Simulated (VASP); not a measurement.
# B6As (R-3m) in VASP: further runs

Runs on B6As. Level: r2SCAN. Tasks: relaxation of shape and atoms at fixed volume.

Program: VASP 6.6.1. These are calculated values, not measurements. Logs are shortened: lines on timing, memory, paths and dates and some standing lists are left out, and cuts for length are marked.

### 1 The cell of the first run

The structure is trigonal, space group R-3m (No. 166). The conventional cell has a = 6.247 Å, b = 6.247 Å, c = 12.151 Å, α = 90.00°, β = 90.00°, γ = 120.00°. B (site symmetry m) has 6 B at 1.81 to 1.94 Å within 2.4 Å. B (site symmetry m) has 5 B at 1.76 to 1.84 Å and 1 As at 2.04 Å within 2.3 Å. Within 2.7 Å of As (site symmetry 3m) lie 3 B at 2.04 Å and 1 As at 2.43 Å.

### 2 Relaxation of shape and atoms at fixed volume, r2SCAN (9.78 Å³/atom)

POSCAR reads:

```
B6As
1.0
    3.1234043551      1.8032983452      4.0503697334
   -3.1234043551      1.8032983452      4.0503697334
    0.0000000000     -3.6065966904      4.0503697335
B As
12 2
Direct
    0.0144285325      0.0144285325      0.3247022418
    0.0144285325      0.3247022418      0.0144285325
    0.8220348108      0.2722806124      0.8220348108
    0.8220348108      0.8220348108      0.2722806124
    0.2722806124      0.8220348108      0.8220348108
    0.7277193876      0.1779651892      0.1779651892
    0.1779651892      0.7277193876      0.1779651892
    0.1779651892      0.1779651892      0.7277193876
    0.9855714675      0.6752977582      0.9855714675
    0.9855714675      0.9855714675      0.6752977582
    0.6752977582      0.9855714675      0.9855714675
    0.3247022418      0.0144285325      0.0144285325
    0.6001964396      0.6001964396      0.6001964396
    0.3998035604      0.3998035604      0.3998035604
```

INCAR.step1 reads:

```
SYSTEM = B6As
PREC = Accurate
ENCUT = 600
ISMEAR = 0
SIGMA = 0.02
LREAL = .False.
LASPH = .True.
NELM = 80
GGA = PE
ALGO = Normal
EDIFF = 1E-4
LWAVE = .True.
LCHARG = .False.
```

INCAR.step2 reads:

```
SYSTEM = B6As
PREC = Accurate
ENCUT = 600
EDIFF = 1E-7
ISMEAR = 0
SIGMA = 0.02
LREAL = .False.
LASPH = .True.
NELM = 80
ALGO = Normal
ISIF = 4
LWAVE = .False.
LCHARG = .False.
METAGGA = R2SCAN
LMIXTAU = .True.
IBRION = 2
NSW = 50
EDIFFG = -0.01
ISTART = 1
```

KPOINTS reads:

```
regular mesh
0
Gamma
  6 6 6
  0 0 0
```

Potentials or basis: VASP PAW PBE potentials, release 64 (B, As).

The run is started by

```sh
$ cat potpaw_PBE.64/B/POTCAR potpaw_PBE.64/As/POTCAR > POTCAR
$ cp INCAR.step1 INCAR
$ mpirun -np 1 vasp_std > vasp.out
$ cp INCAR.step2 INCAR
$ mpirun -np 1 vasp_std > vasp.out
```

OUTCAR:

```text
SYSTEM = B6As
   PREC = Accurate
   ENCUT = 600
   EDIFF = 1E-7
   ISMEAR = 0
   LREAL = .False.
   LASPH = .True.
   NELM = 80
   ISIF = 4
   METAGGA = R2SCAN
   IBRION = 2
   NSW = 50
   EDIFFG = -0.01
   ISTART = 1

 ion  position               nearest neighbor table
   1  0.014  0.014  0.325-   6 1.81   7 1.81  10 1.81   4 1.84   2 1.94  12 1.94
   2  0.014  0.325  0.014-   6 1.81   8 1.81   9 1.81   3 1.84   1 1.94  12 1.94
   3  0.822  0.272  0.822-   8 1.76   6 1.76  11 1.81  10 1.81   2 1.84  13 2.04
   4  0.822  0.822  0.272-   6 1.76   7 1.76   9 1.81  11 1.81   1 1.84  13 2.04
   5  0.272  0.822  0.822-   8 1.76   7 1.76   9 1.81  10 1.81  12 1.84  13 2.04
   6  0.728  0.178  0.178-   4 1.76   3 1.76   2 1.81   1 1.81  11 1.84  14 2.04
   7  0.178  0.728  0.178-   4 1.76   5 1.76  12 1.81   1 1.81   9 1.84  14 2.04
   8  0.178  0.178  0.728-   3 1.76   5 1.76   2 1.81  12 1.81  10 1.84  14 2.04
   9  0.986  0.675  0.986-   5 1.81   4 1.81   2 1.81   7 1.84  10 1.94  11 1.94
  10  0.986  0.986  0.675-   3 1.81   5 1.81   1 1.81   8 1.84   9 1.94  11 1.94
  11  0.675  0.986  0.986-   3 1.81   4 1.81  12 1.81   6 1.84  10 1.94   9 1.94
  12  0.325  0.014  0.014-   7 1.81   8 1.81  11 1.81   5 1.84   1 1.94   2 1.94
  13  0.600  0.600  0.600-   4 2.04   3 2.04   5 2.04  14 2.43
  14  0.400  0.400  0.400-   8 2.04   7 2.04   6 2.04  13 2.43

  LATTYP: Found a trigonal (rhomboedric) cell.
 ALAT       =     5.4233785286
 COS(alpha) =     0.3366441187

  Lattice vectors:

 A1 = (   3.1234043551,   1.8032983452,   4.0503697334)
 A2 = (  -3.1234043551,   1.8032983452,   4.0503697334)
 A3 = (   0.0000000000,  -3.6065966904,   4.0503697335)

Analysis of symmetry for initial positions (statically):
=====================================================================
 Subroutine PRICEL returns:
 Original cell was already a primitive cell.

 Routine SETGRP: Setting up the symmetry group for a
 trigonal (rhombohedral) supercell.

 Subroutine GETGRP returns: Found 12 space group operations
 (whereof 12 operations were pure point group operations)
 out of a pool of 12 trial point group operations.

The static configuration has the point symmetry D_3d.

Analysis of symmetry for dynamics (positions and initial velocities):
=====================================================================
 Subroutine PRICEL returns:
 Original cell was already a primitive cell.

 Routine SETGRP: Setting up the symmetry group for a
 trigonal (rhombohedral) supercell.

 Subroutine GETGRP returns: Found 12 space group operations
 (whereof 12 operations were pure point group operations)
 out of a pool of 12 trial point group operations.

The dynamic configuration has the point symmetry D_3d.

 Subroutine INISYM returns: Found 12 space group operations
 (whereof 12 operations are pure point group operations),
 and found     1 'primitive' translations

----------------------------------------------------------------------------------------

                                     Primitive cell

  volume of cell :     136.8805

  direct lattice vectors                    reciprocal lattice vectors
     3.123404355  1.803298345  4.050369733     0.160081739  0.092423235  0.082297014
    -3.123404355  1.803298345  4.050369733    -0.160081739  0.092423235  0.082297014
     0.000000000 -3.606596690  4.050369734     0.000000000 -0.184846470  0.082297014

  length of vectors
     5.423378529  5.423378529  5.423378529     0.202338864  0.202338864  0.202338864

  position of ions in fractional coordinates (direct lattice)
     0.014428532  0.014428532  0.324702242
     0.014428532  0.324702242  0.014428532
     0.822034811  0.272280612  0.822034811
     0.822034811  0.822034811  0.272280612
     0.272280612  0.822034811  0.822034811
     0.727719388  0.177965189  0.177965189
     0.177965189  0.727719388  0.177965189
     0.177965189  0.177965189  0.727719388
     0.985571468  0.675297758  0.985571468
     0.985571468  0.985571468  0.675297758
     0.675297758  0.985571468  0.985571468
     0.324702242  0.014428532  0.014428532
     0.600196440  0.600196440  0.600196440
     0.399803560  0.399803560  0.399803560

  ion indices of the primitive-cell ions
   primitive index   ion index
                 1           1
                 2           2
                 3           3
                 4           4
                 5           5
                 6           6
                 7           7
                 8           8
                 9           9
                10          10
                11          11
                12          12
                13          13
                14          14

----------------------------------------------------------------------------------------

 KPOINTS: regular mesh

Automatic generation of k-mesh.
 Grid dimensions read from file:
 generate k-points for:    6    6    6

 Generating k-lattice:

  Cartesian coordinates                     Fractional coordinates (reciprocal lattice)
     0.026680290  0.015403872  0.013716169     0.166666667 -0.000000000 -0.000000000
    -0.026680290  0.015403872  0.013716169    -0.000000000  0.166666667 -0.000000000
     0.000000000 -0.030807745  0.013716169    -0.000000000 -0.000000000  0.166666667

  Length of vectors
     0.033723144  0.033723144  0.033723144

  Shift w.r.t. Gamma in fractional coordinates (k-lattice)
     0.000000000  0.000000000  0.000000000

 Subroutine IBZKPT returns following result:
 ===========================================

 Found     32 irreducible k-points:

 Following reciprocal coordinates:
            Coordinates               Weight
  0.000000  0.000000  0.000000      1.000000
  0.166667 -0.000000  0.000000      6.000000
  0.333333 -0.000000  0.000000      6.000000
  0.500000 -0.000000  0.000000      3.000000
  0.166667  0.166667  0.000000      6.000000
  0.333333  0.166667  0.000000     12.000000
[... 16 lines left out ...]
  0.500000  0.500000  0.166667      6.000000
 -0.333333  0.500000  0.166667     12.000000
 [... further k-points ...]
   k-points           NKPTS =     32   k-points in BZ     NKDIM =     32   number of bands    NBANDS=     31
   number of dos      NEDOS =    301   number of ions     NIONS =     14
   total plane-waves  NPLWV = 110592
   dimension x,y,z NGX =    48 NGY =   48 NGZ =   48
   dimension x,y,z NGXF=    96 NGYF=   96 NGZF=   96
   ions per type =              12   2
   NGX,Y,Z   is equivalent  to a cutoff of  14.71, 14.71, 14.71 a.u.
   NGXF,Y,Z  is equivalent  to a cutoff of  29.43, 29.43, 29.43 a.u.
 SYSTEM =  B6As
   PREC   = accura    normal or accurate (medium, high low for compatibility)
   ISTART =      1    job   : 0-new  1-cont  2-samecut
   ICHARG =      0    charge: 1-file 2-atom 10-const
   ISPIN  =      1    spin polarized calculation?
   LNONCOLLINEAR =      F non collinear calculations
   LSORBIT =      F    spin-orbit coupling
   LASPH  =      T    aspherical Exc in radial PAW
   ENCUT  =  600.0 eV  44.10 Ry    6.64 a.u.  10.83 10.83 10.83*2*pi/ulx,y,z
   NELM   =     80;   NELMIN=  2; NELMDL=  0     # of ELM steps
   EDIFF  = 0.1E-06   stopping-criterion for ELM
   LREAL  =      F    real-space projection
   EDIFFG = -.1E-01   stopping-criterion for IOM
   NSW    =     50    number of steps for IOM
   IBRION =      2    ionic relax: 0-MD 1-quasi-New 2-CG
   NFREE  =      1    steps in history (QN), initial steepest desc. (CG)
   ISIF   =      4    stress and relaxation
   ISYM   =      2    0-nonsym 1-usesym 2-fastsym
   POTIM  = 0.5000    time-step for ionic-motion
   TEBEG  =    0.0;   TEEND  =   0.0 temperature during run
   PSTRESS=    0.0 pullay stress
   NELECT =      46.0000    total number of electrons
   NUPDOWN=      -1.0000    fix difference up-down
   EMIN   =  10.00;   EMAX   =-10.00  energy-range for DOS
   EFERMI =   0.00;   METHOD = LEGACY
   ISMEAR =     0;   SIGMA  =   0.02  broadening in eV -4-tet -1-fermi 0-gaus
   EFERMI_NEDOS =   21; number of points for ismear=-14 and -15
   IALGO  =     38    algorithm
   IMIX   =      4    mixing-type and parameters
     AMIX     =   0.40;   BMIX     =  1.00
     AMIX_MAG =   1.60;   BMIX_MAG =  1.00
  volume/ion in A,a.u.               =       9.78        65.98
  Fermi-wavevector in a.u.,A,eV,Ry     =   1.138187  2.150861 17.625928  1.295469
  Thomas-Fermi vector in A             =   2.274891
   LORBIT       =      0    0 simple, 1 ext, 2 COOP (PROOUT), +10 PAW based schemes
   METAGGA = R2SCAN    functional components
   LHFCALC =     F    Hartree Fock is set to
   AEXX    =    0.0000 exact exchange contribution
   IVDW    =     0    specifies the selected vdW correction
   LEPSILON=     F    determine dielectric tensor
   LRPA    =     F    only Hartree local field effects (RPA)
 conjugate gradient relaxation of ions
 non-spin polarized calculation
 Gauss-broadening in eV      SIGMA  =   0.02
  energy-cutoff  :      600.00
  volume of cell :      136.88
 maximum number of plane-waves:      4588
 NGX is ok and might be reduce to    48
   NGX = 21   NGY = 21   NGZ = 21

--------------------------------------- Ionic step        1  -------------------------------------------

 number of electron      45.9999999 magnetization

 Free energy of the ion-electron system (eV)
  ---------------------------------------------------
  ext. energy  EPLUGINS =         0.00000000
  ---------------------------------------------------
  free energy    TOTEN  =      -120.24570486 eV

  energy without entropy =     -120.24570486  energy(sigma->0) =     -120.24570486

------------------------ aborting loop because EDIFF is reached ----------------------------------------

  FORCE on cell =-STRESS in cart. coord.  units (eV):
  Direction    XX          YY          ZZ          XY          YZ          ZX
  --------------------------------------------------------------------------------------
  -------------------------------------------------------------------------------------
  Total       -8.7647551     -8.7647551     -8.3636330      0.0000000      0.0000000      0.0000000
  in kB     -102.5908559   -102.5908559    -97.8957496      0.0000000      0.0000000      0.0000000
  external PRESSURE =    -101.0258205 kB  Pullay stress =       0.0000000 kB
[... 225 lines left out ...]
  energy  without entropy=     -120.2490673267  energy(sigma->0) =     -120.24906733

--------------------------------------- Ionic step        6  -------------------------------------------

 number of electron      45.9999999 magnetization

 Free energy of the ion-electron system (eV)
  ---------------------------------------------------
  ext. energy  EPLUGINS =         0.00000000
  ---------------------------------------------------
  free energy    TOTEN  =      -120.24911424 eV

  energy without entropy =     -120.24911424  energy(sigma->0) =     -120.24911424

 E-fermi :   4.0406     XC(G=0): -11.3939

 val. band max:        3.9316999455   @ k =   0.5000   0.5000   0.5000
 cond. band min:       6.5032507834   @ k =   0.5000   0.5000   0.5000
 fundamental gap:      2.5715508379
 Fermi energy:         4.0405812560

 k-point     1 :       0.0000    0.0000    0.0000
  band No.  band energies     occupation
      1     -11.2354      2.00000
      2      -8.0897      2.00000
      3      -6.5865      2.00000
      4      -6.5865      2.00000
      5      -6.4261      2.00000
      6      -5.2930      2.00000
[... 805 lines left out ...]
     30      10.2668      0.00000
     31      10.7133      0.00000

 [... further k-points ...]

------------------------ aborting loop because EDIFF is reached ----------------------------------------

  FORCE on cell =-STRESS in cart. coord.  units (eV):
  Direction    XX          YY          ZZ          XY          YZ          ZX
  --------------------------------------------------------------------------------------
  -------------------------------------------------------------------------------------
  Total       -8.3808900     -8.3808900     -8.3655646      0.0000000      0.0000000      0.0000000
  in kB      -98.0977415    -98.0977415    -97.9183582      0.0000000      0.0000000      0.0000000
  external PRESSURE =     -98.0379471 kB  Pullay stress =       0.0000000 kB
[... 29 lines left out ...]
  FREE ENERGIE OF THE ION-ELECTRON SYSTEM (eV)
  ---------------------------------------------------
  free  energy   TOTEN  =      -120.2491142407 eV

  energy  without entropy=     -120.2491142407  energy(sigma->0) =     -120.24911424

 reached required accuracy - stopping structural energy minimisation
```

It took 1.7 h on 1 thread of Oxide Virtual Turin-like, shared host; peak memory 0.41 GiB.

What came out:

- Free energy: -120.2491 eV
- Energy gained by relaxing: 0.2 meV/atom
- Ionic steps: 6
- Pressure after relaxing: -9.8 GPa
- Band gap on the k mesh: 2.57 eV

Forces on the atoms (eV/Å):
```
B    0.000  0.003 -0.001
B    0.002 -0.001 -0.001
B   -0.001  0.001  0.000
B    0.000 -0.001  0.000
B    0.001  0.001  0.000
B   -0.001 -0.001  0.000
B    0.001 -0.001  0.000
B    0.000  0.001  0.000
B   -0.002  0.001  0.001
B    0.000 -0.003  0.001
B    0.002  0.001  0.001
B   -0.002 -0.001 -0.001
As   0.000  0.000  0.001
As   0.000  0.000 -0.001
```

Step by step:
| step | energy change (eV) | largest force (eV/Å) | pressure (GPa) | volume (Å³) |
| --- | --- | --- | --- | --- |
| 1 | 0.0000 | 0.1387 | -10.10 | 136.88 |
| 2 | -0.0022 | 0.1050 | -9.68 | 136.88 |
| 3 | -0.0031 | 0.0231 | -9.83 | 136.88 |
| 4 | -0.0033 | 0.0135 | -9.82 | 136.88 |
| 5 | -0.0034 | 0.0208 | -9.81 | 136.88 |
| 6 | -0.0034 | 0.0027 | -9.80 | 136.88 |

Final structure:
```xyz
14
Lattice="3.1214 1.8021 4.0556 -3.1214 1.8021 4.0556 0.0000 -3.6043 4.0556" Properties=species:S:1:pos:R:3 pbc="T T T"
B     0.0000   -1.1194    1.4286
B    -0.9694    0.5597    1.4286
B     1.7188   -0.9924    7.7724
B     0.0000    1.9847    7.7724
B    -1.7188   -0.9924    7.7724
B     1.7188    0.9924    4.3945
B    -1.7188    0.9924    4.3945
B     0.0000   -1.9847    4.3945
B     0.9694   -0.5597   10.7383
B     0.0000    1.1194   10.7383
B    -0.9694   -0.5597   10.7383
B     0.9694    0.5597    1.4286
As    0.0000    0.0000    7.3011
As    0.0000    0.0000    4.8658
```

Caveat: the PAW data sets were made with another functional, which shifts forces and pressure a little.

### 3 Relaxation of shape and atoms at fixed volume, r2SCAN (8.39 Å³/atom)

This run uses another cell than the first one, of 8.39 Å³/atom.

POSCAR reads:

```
B6As
1.0
    2.9776821261      1.7191655771      3.8258677286
   -2.9776821261      1.7191655771      3.8258677286
    0.0000000000     -3.4383311542      3.8258677286
B As
12 2
Direct
    0.0165447439      0.0165447439      0.3252663966
    0.0165447439      0.3252663966      0.0165447439
    0.8212373043      0.2734801286      0.8212373043
    0.8212373043      0.8212373043      0.2734801286
    0.2734801286      0.8212373043      0.8212373043
    0.7265198714      0.1787626957      0.1787626957
    0.1787626957      0.7265198714      0.1787626957
    0.1787626957      0.1787626957      0.7265198714
    0.9834552561      0.6747336034      0.9834552561
    0.9834552561      0.9834552561      0.6747336034
    0.6747336034      0.9834552561      0.9834552561
    0.3252663966      0.0165447439      0.0165447439
    0.6008622159      0.6008622159      0.6008622159
    0.3991377841      0.3991377841      0.3991377841
```

INCAR.step1 reads:

```
SYSTEM = B6As
  ALGO = Normal
  EDIFF = 1E-4
  ENCUT = 600
  GGA = PE
  ISMEAR = 0
  LASPH = .True.
  LCHARG = .False.
  LREAL = .False.
  LWAVE = .True.
  NELM = 80
  PREC = Accurate
  SIGMA = 0.02
```

INCAR.step2 reads:

```
SYSTEM = B6As
  ALGO = Normal
  EDIFF = 1E-6
  EDIFFG = -0.01
  ENCUT = 600
  IBRION = 2
  ISIF = 4
  ISMEAR = 0
  ISTART = 1
  LASPH = .True.
  LCHARG = .False.
  LMIXTAU = .True.
  LREAL = .False.
  LWAVE = .False.
  METAGGA = R2SCAN
  NELM = 80
  NSW = 50
  PREC = Accurate
  SIGMA = 0.02
```

KPOINTS reads:

```
k-points
0
Gamma
  6 6 6
  0 0 0
```

Potentials or basis: VASP PAW PBE potentials, release 64 (B, As).

The run is started by

```sh
$ cat potpaw_PBE.64/B/POTCAR potpaw_PBE.64/As/POTCAR > POTCAR
$ cp INCAR.step1 INCAR
$ mpirun -np 1 vasp_std > vasp.out
$ cp INCAR.step2 INCAR
$ mpirun -np 1 vasp_std > vasp.out
```

Wall time 36 min (1 thread of Oxide Virtual Turin-like, shared host); peak memory 0.32 GiB.

Results (log left out):

| Quantity | Value |
| --- | --- |
| Free energy | -119.7348 eV |
| Energy gained by relaxing | 0.4 meV/atom |
| Ionic steps | 7 |
| Pressure after relaxing | 21.8 GPa |
| Largest force after relaxing | 0.007 eV/Å |
| Band gap on the k mesh | 2.94 eV (least direct gap 2.99 eV) |

Forces on the atoms (eV/Å):
```
B    0.000 -0.005 -0.002
B   -0.005  0.003 -0.002
B    0.002 -0.001 -0.006
B    0.000  0.002 -0.006
B   -0.002 -0.001 -0.006
B    0.002  0.001  0.006
B   -0.002  0.001  0.006
B    0.000 -0.002  0.006
B    0.005 -0.003  0.002
B    0.000  0.005  0.002
B   -0.005 -0.003  0.002
B    0.005  0.003 -0.002
As   0.000  0.000 -0.003
As   0.000  0.000  0.003
```

The path:
| step | energy change (eV) | largest force (eV/Å) | pressure (GPa) | volume (Å³) |
| --- | --- | --- | --- | --- |
| 1 | 0.0000 | 0.1729 | 22.22 | 117.51 |
| 2 | -0.0006 | 0.2271 | 21.63 | 117.51 |
| 3 | -0.0041 | 0.0615 | 21.91 | 117.51 |
| 4 | -0.0057 | 0.0441 | 21.81 | 117.51 |
| 5 | -0.0058 | 0.0540 | 21.77 | 117.51 |
| 6 | -0.0060 | 0.0337 | 21.75 | 117.51 |
| 7 | -0.0060 | 0.0067 | 21.76 | 117.51 |

Final structure:
```cif
data_structure
_symmetry_space_group_name_H-M 'P 1'
_symmetry_Int_Tables_number 1
_cell_length_a 5.1385
_cell_length_b 5.1385
_cell_length_c 5.1385
_cell_angle_alpha 70.959
_cell_angle_beta 70.959
_cell_angle_gamma 70.959
_cell_volume 117.51
loop_
_atom_site_label
_atom_site_type_symbol
_atom_site_fract_x
_atom_site_fract_y
_atom_site_fract_z
_atom_site_occupancy
B1 B 0.01757 0.01757 0.32534 1
B2 B 0.01757 0.32534 0.01757 1
B3 B 0.82109 0.27364 0.82109 1
B4 B 0.82109 0.82109 0.27364 1
B5 B 0.27364 0.82109 0.82109 1
B6 B 0.72636 0.17891 0.17891 1
B7 B 0.17891 0.72636 0.17891 1
B8 B 0.17891 0.17891 0.72636 1
B9 B 0.98243 0.67466 0.98243 1
B10 B 0.98243 0.98243 0.67466 1
B11 B 0.67466 0.98243 0.98243 1
B12 B 0.32534 0.01757 0.01757 1
As1 As 0.60132 0.60132 0.60132 1
As2 As 0.39868 0.39868 0.39868 1
```

Levels at points of the mesh, in eV from the valence-band top:
```
           k point  band 21  band 22  band 23  band 24  band 25  band 26
(0.00, 0.00, 0.00)    -0.23     0.00     0.00     5.05     5.16     5.16
(0.50, 0.00, 0.00)    -1.46    -1.33    -0.05     2.94     4.68     4.89
(0.50, 0.50, 0.00)    -1.11    -0.78    -0.29     3.69     5.19     5.20
(0.50, 0.50, 0.50)    -0.88    -0.88    -0.10     3.55     4.09     4.21
```

Caveat: the PAW data sets were made with another functional, which shifts forces and pressure a little. A k mesh can miss the band edges.
